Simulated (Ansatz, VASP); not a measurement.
**SrVO3: VASP beside Ansatz**

```
Sr V O
1.0
     3.85000    0.00000    0.00000
     0.00000    3.85000    0.00000
     0.00000    0.00000    3.85000
Sr V O
1 1 3
Direct
  0.00000 0.00000 0.00000
  0.50000 0.50000 0.50000
  0.50000 0.50000 0.00000
  0.50000 0.00000 0.50000
  0.00000 0.50000 0.50000
```

Alike in both runs: task single point; functional PBE; k mesh 6 × 6 × 6; occupations gaussian, width 0.1 eV; collinear spin; Hubbard terms V d U = 3.25 eV.

```csv
,VASP,Ansatz
version,VASP 6.6.1,Ansatz development build ahead of 0.2.0
potentials or method,"VASP PAW PBE potentials, release 64 (Sr_sv, V_sv, O)","norm-conserving potentials, plane waves, scalar-relativistic"
plane-wave cutoff (eV),520,1240
```

VASP gave:

```
net moment per atom (μB)                                      : 0.20
size of the moment on the site where the two differ most (μB) : 1.11
```

What did Ansatz give for the same quantities?

net moment per atom (μB): 0.20; size of the moment on the site where the two differ most (μB): 0.93.

Site moments also hang on the region over which each program counts them. The programs project onto different local orbitals, so the same U acts differently, and such runs can settle in different states. Ansatz's warnings: filled band counts differ across k points, specified occupation not kept.
